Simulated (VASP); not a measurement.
# SiC (rocksalt type) (Fm-3m) in VASP: a series of runs

The runs below take SiC (rocksalt type) through density of states, with PBEsol.

All numbers are computed with VASP 6.6.1; they aren't measurements. Logs are shortened: lines on timing, memory, paths and dates and some standing lists are left out, and cuts for length are marked.

**1. The cell of the first run**

It takes space group Fm-3m (No. 225, cubic). The conventional cell has a = 3.305 Å, b = 3.305 Å, c = 3.305 Å, α = 90.00°, β = 90.00°, γ = 90.00°. Si (site symmetry m-3m) has 6 C at 1.65 Å within 2.2 Å. Within 2.2 Å of C (site symmetry m-3m) lie 6 Si at 1.65 Å.

**2. Density of states, PBEsol (volume scaled by 0.55)**

Contents of POSCAR:

```
SiC
1.0
    0.0000000000      1.6525735783      1.6525735783
    1.6525735783      0.0000000000      1.6525735783
    1.6525735783      1.6525735783      0.0000000000
Si C
1 1
Direct
    0.0000000000      0.0000000000      0.0000000000
    0.5000000000      0.5000000000      0.5000000000
```

Contents of INCAR.step1:

```
  PREC = Accurate
  ENCUT = 520
  EDIFF = 1E-6
  ISMEAR = -1
  SIGMA = 0.08
  LREAL = False
  LASPH = True
  NELM = 60
  ALGO = Normal
  ISIF = 2
  LWAVE = False
  LCHARG = True
  GGA = PS
  NBANDS = 11
```

Contents of KPOINTS.step1:

```
regular mesh
0
Gamma
  17 17 17
```

Contents of INCAR.step2:

```
  PREC = Accurate
  ENCUT = 520
  EDIFF = 1E-6
  ISMEAR = -5
  SIGMA = 0.08
  LREAL = False
  LASPH = True
  NELM = 60
  ALGO = Normal
  ISIF = 2
  LWAVE = False
  LCHARG = False
  GGA = PS
  LORBIT = 11
  NBANDS = 11
  NEDOS = 2001
  ICHARG = 11
```

Contents of KPOINTS.step2:

```
regular mesh
0
Gamma
  26 26 26
```

Potentials or basis: VASP PAW PBE potentials, release 64 (Si, C).

The run is started by

```console
cat potpaw_PBE.64/Si/POTCAR potpaw_PBE.64/C/POTCAR > POTCAR
cp INCAR.step1 INCAR
cp KPOINTS.step1 KPOINTS
mpirun -np 1 vasp_std > vasp.out
cp INCAR.step2 INCAR
cp KPOINTS.step2 KPOINTS
mpirun -np 1 vasp_std > vasp.out
```

OUTCAR:

```text
PREC = Accurate
   ENCUT = 520
   EDIFF = 1E-6
   ISMEAR = -5
   LREAL = False
   LASPH = True
   NELM = 60
   ISIF = 2
   GGA = PS
   LORBIT = 11
   ICHARG = 11

 ion  position               nearest neighbor table
   1  0.000  0.000  0.000-   2 1.65   2 1.65   2 1.65   2 1.65   2 1.65   2 1.65
   2  0.500  0.500  0.500-   1 1.65   1 1.65   1 1.65   1 1.65   1 1.65   1 1.65

  LATTYP: Found a face centered cubic cell.
 ALAT       =     3.3051471566

  Lattice vectors:

 A1 = (   0.0000000000,   1.6525735783,   1.6525735783)
 A2 = (   1.6525735783,   0.0000000000,   1.6525735783)
 A3 = (   1.6525735783,   1.6525735783,   0.0000000000)

Analysis of symmetry for initial positions (statically):
=====================================================================
 Subroutine PRICEL returns:
 Original cell was already a primitive cell.

 Routine SETGRP: Setting up the symmetry group for a
 face centered cubic supercell.

 Subroutine GETGRP returns: Found 48 space group operations
 (whereof 48 operations were pure point group operations)
 out of a pool of 48 trial point group operations.

The static configuration has the point symmetry O_h .

Analysis of symmetry for dynamics (positions and initial velocities):
=====================================================================
 Subroutine PRICEL returns:
 Original cell was already a primitive cell.

 Routine SETGRP: Setting up the symmetry group for a
 face centered cubic supercell.

 Subroutine GETGRP returns: Found 48 space group operations
 (whereof 48 operations were pure point group operations)
 out of a pool of 48 trial point group operations.

The dynamic configuration has the point symmetry O_h .

 Subroutine INISYM returns: Found 48 space group operations
 (whereof 48 operations are pure point group operations),
 and found     1 'primitive' translations

----------------------------------------------------------------------------------------

                                     Primitive cell

  volume of cell :       9.0264

  direct lattice vectors                    reciprocal lattice vectors
     0.000000000  1.652573578  1.652573578    -0.302558389  0.302558389  0.302558389
     1.652573578  0.000000000  1.652573578     0.302558389 -0.302558389  0.302558389
     1.652573578  1.652573578  0.000000000     0.302558389  0.302558389 -0.302558389

  length of vectors
     2.337091967  2.337091967  2.337091967     0.524046502  0.524046502  0.524046502

  position of ions in fractional coordinates (direct lattice)
     0.000000000  0.000000000  0.000000000
     0.500000000  0.500000000  0.500000000

  ion indices of the primitive-cell ions
   primitive index   ion index
                 1           1
                 2           2

----------------------------------------------------------------------------------------

 KPOINTS: regular mesh

Automatic generation of k-mesh.
 Grid dimensions read from file:
 generate k-points for:   26   26   26

 Generating k-lattice:

  Cartesian coordinates                     Fractional coordinates (reciprocal lattice)
    -0.011636861  0.011636861  0.011636861     0.038461538  0.000000000  0.000000000
     0.011636861 -0.011636861  0.011636861     0.000000000  0.038461538  0.000000000
     0.011636861  0.011636861 -0.011636861     0.000000000  0.000000000  0.038461538

  Length of vectors
     0.020155635  0.020155635  0.020155635

  Shift w.r.t. Gamma in fractional coordinates (k-lattice)
     0.000000000  0.000000000  0.000000000

 TETIRR: Found   2360 inequivalent tetrahedra from   105456

 Subroutine IBZKPT returns following result:
 ===========================================

 Found    511 irreducible k-points:

 Following reciprocal coordinates:
            Coordinates               Weight
  0.000000  0.000000  0.000000      1.000000
  0.038462  0.000000  0.000000      8.000000
  0.076923  0.000000  0.000000      8.000000
  0.115385  0.000000  0.000000      8.000000
  0.153846  0.000000  0.000000      8.000000
  0.192308  0.000000  0.000000      8.000000
[... 16 lines left out ...]
  0.346154  0.038462  0.000000     24.000000
  0.384615  0.038462  0.000000     24.000000
 [... further k-points ...]
   k-points           NKPTS =    511   k-points in BZ     NKDIM =    511   number of bands    NBANDS=     11
   number of dos      NEDOS =   2001   number of ions     NIONS =      2
   total plane-waves  NPLWV =   5832
   dimension x,y,z NGX =    18 NGY =   18 NGZ =   18
   dimension x,y,z NGXF=    36 NGYF=   36 NGZF=   36
   ions per type =               1   1
   NGX,Y,Z   is equivalent  to a cutoff of  12.80, 12.80, 12.80 a.u.
   NGXF,Y,Z  is equivalent  to a cutoff of  25.61, 25.61, 25.61 a.u.
 SYSTEM =  unknown system
   PREC   = accura    normal or accurate (medium, high low for compatibility)
   ISTART =      0    job   : 0-new  1-cont  2-samecut
   ICHARG =     11    charge: 1-file 2-atom 10-const
   ISPIN  =      1    spin polarized calculation?
   LNONCOLLINEAR =      F non collinear calculations
   LSORBIT =      F    spin-orbit coupling
   LASPH  =      T    aspherical Exc in radial PAW
   ENCUT  =  520.0 eV  38.22 Ry    6.18 a.u.   4.35  4.35  4.35*2*pi/ulx,y,z
   NELM   =     60;   NELMIN=  2; NELMDL=  0     # of ELM steps
   EDIFF  = 0.1E-05   stopping-criterion for ELM
   LREAL  =      F    real-space projection
   EDIFFG = 0.1E-04   stopping-criterion for IOM
   NSW    =      0    number of steps for IOM
   IBRION =     -1    ionic relax: 0-MD 1-quasi-New 2-CG
   NFREE  =      0    steps in history (QN), initial steepest desc. (CG)
   ISIF   =      2    stress and relaxation
   ISYM   =      2    0-nonsym 1-usesym 2-fastsym
   POTIM  = 0.5000    time-step for ionic-motion
   TEBEG  =    0.0;   TEEND  =   0.0 temperature during run
   PSTRESS=    0.0 pullay stress
   NELECT =       8.0000    total number of electrons
   NUPDOWN=      -1.0000    fix difference up-down
   EMIN   =  10.00;   EMAX   =-10.00  energy-range for DOS
   EFERMI =   0.00;   METHOD = LEGACY
   ISMEAR =    -5;   SIGMA  =   0.08  broadening in eV -4-tet -1-fermi 0-gaus
   EFERMI_NEDOS =   21; number of points for ismear=-14 and -15
   IALGO  =     38    algorithm
   IMIX   =      4    mixing-type and parameters
     AMIX     =   0.40;   BMIX     =  1.00
     AMIX_MAG =   1.60;   BMIX_MAG =  1.00
  volume/ion in A,a.u.               =       4.51        30.46
  Fermi-wavevector in a.u.,A,eV,Ry     =   1.572536  2.971663 33.645446  2.472871
  Thomas-Fermi vector in A             =   2.673956
   LORBIT       =     11    0 simple, 1 ext, 2 COOP (PROOUT), +10 PAW based schemes
   GGA     = PS    functional components
   LHFCALC =     F    Hartree Fock is set to
   AEXX    =    0.0000 exact exchange contribution
   IVDW    =     0    specifies the selected vdW correction
   LEPSILON=     F    determine dielectric tensor
   LRPA    =     F    only Hartree local field effects (RPA)
 non-spin polarized calculation
 Fermi weights with tetrahedron method with Bloechl corrections
  energy-cutoff  :      520.00
  volume of cell :        9.03
 maximum number of plane-waves:       259
 NGX is ok and might be reduce to    18

 number of electron       8.0000002 magnetization

 Free energy of the ion-electron system (eV)
  ---------------------------------------------------
  ext. energy  EPLUGINS =         0.00000000
  ---------------------------------------------------
  free energy    TOTEN  =        -7.18686451 eV

  energy without entropy =       -7.18686451  energy(sigma->0) =       -7.18686451

 E-fermi :  23.7707     XC(G=0): -15.7559

 val. band max:       23.8875044506   @ k =   0.0385   0.0385   0.0000
 cond. band min:      23.7310816150   @ k =   0.4615   0.4231   0.0385
 fundamental gap:     -0.1564228356
 Fermi energy:        23.7707050124

 k-point     1 :       0.0000    0.0000    0.0000
  band No.  band energies     occupation
      1      -2.8279      2.00000
      2      24.1441      0.00000
      3      24.1441      0.00000
      4      24.1441      0.00000
      5      32.9287      0.00000
      6      32.9287      0.00000
      7      32.9287      0.00000
      8      40.9803      0.00000
      9      41.2638      0.00000
     10      41.2638      0.00000
     11      45.9679      0.00000

 k-point     2 :       0.0385    0.0000    0.0000
  band No.  band energies     occupation
      1      -2.7750      2.00000
      2      23.8135      1.04889
      3      24.0611     -0.26382
      4      24.0611      0.00000
      5      32.8943      0.00000
      6      33.0650      0.00000
      7      33.0650      0.00000
      8      40.9876      0.00000
      9      40.9876      0.00000
     10      41.4430      0.00000
     11      45.9746      0.00000

 k-point     3 :       0.0769    0.0000    0.0000
  band No.  band energies     occupation
      1      -2.6165      2.00000
      2      22.9010      2.00256
      3      23.8297      1.61959
      4      23.8297      0.19410
      5      32.8341      0.00000
      6      33.4446      0.00000
      7      33.4446      0.00000
      8      40.3548      0.00000
      9      40.3548      0.00000
     10      42.6811      0.00000
     11      45.9835      0.00000
[... 267 lines left out ...]
 k-point    23 :       0.3462    0.0385    0.0000
  band No.  band energies     occupation
      1       1.1158      2.00000
      2      12.2182      2.00000
      3      21.0224      2.00000
      4      21.3920      2.00000
      5      33.0869      0.00000
      6      34.0565      0.00000
      7      34.3667      0.00000
      8      41.9961      0.00000
      9      42.4993      0.00000
     10      44.0536      0.00000
     11      48.5620      0.00000

 k-point    24 :       0.3846    0.0385    0.0000
  band No.  band energies     occupation
      1       2.0425      2.00000
      2      10.6490      2.00000
      3      20.8283      2.00000
      4      21.0869      2.00000
      5      33.0115      0.00000
      6      33.9746      0.00000
      7      34.0907      0.00000
      8      41.9013      0.00000
      9      43.5708      0.00000
     10      45.5243      0.00000
     11      48.8666      0.00000

 [... further k-points ...]
[... 5 lines left out ...]
  --------------------------------------------------------------------------------------
  -------------------------------------------------------------------------------------
  Total       29.3940235     29.3940235     29.3940235      0.0000000     -0.0000000      0.0000000
  in kB     5217.4369411   5217.4369411   5217.4369411      0.0000000     -0.0000000      0.0000000
  external PRESSURE =    5217.4369411 kB  Pullay stress =       0.0000000 kB

 VOLUME and BASIS-vectors are now :
 -----------------------------------------------------------------------------
  energy-cutoff  :      520.00
  volume of cell :        9.03
      direct lattice vectors                 reciprocal lattice vectors
     0.000000000  1.652573578  1.652573578    -0.302558389  0.302558389  0.302558389
     1.652573578  0.000000000  1.652573578     0.302558389 -0.302558389  0.302558389
     1.652573578  1.652573578  0.000000000     0.302558389  0.302558389 -0.302558389

 POSITION                                       TOTAL-FORCE (eV/Angst)
 -----------------------------------------------------------------------------------
      0.00000      0.00000      0.00000         0.000000     -0.000000      0.000000
      1.65257      1.65257      1.65257        -0.000000      0.000000     -0.000000
 -----------------------------------------------------------------------------------
    total drift:                               -0.000000     -0.000000     -0.000000

  FREE ENERGIE OF THE ION-ELECTRON SYSTEM (eV)
  ---------------------------------------------------
  free  energy   TOTEN  =        -7.1868645122 eV

  energy  without entropy=       -7.1868645122  energy(sigma->0) =       -7.18686451

 total charge

# of ion       s       p       d       tot
------------------------------------------
    1        0.765   1.499   0.000   2.264
    2        0.987   2.449   0.000   3.436
--------------------------------------------------
tot          1.752   3.948   0.000   5.700
```

It took 71 s on 1 thread of Intel Xeon 8259CL, shared host; peak memory 0.16 GiB.

What came out:

```
Valence electrons inside the program's atomic spheres : Si 2.26; C 3.44
```

Levels at points of the mesh, in eV from the Fermi level:
```
           k point  band 1  band 2  band 3  band 4  band 5  band 6  band 7  band 8
(0.00, 0.00, 0.00)  -26.60    0.37    0.37    0.37    9.16    9.16    9.16   17.21
(0.50, 0.00, 0.00)  -18.55  -17.33   -3.03   -3.03    9.30    9.30   10.43   16.93
(0.50, 0.50, 0.00)  -16.18  -14.81   -6.81   -6.81   -0.97    5.08   24.91   25.59
```

Caveat: the PAW data sets were made with another functional, which shifts forces and pressure a little; tetrahedron occupations give inexact forces and stress in metals.

(Part 1 of 2 ends here.)
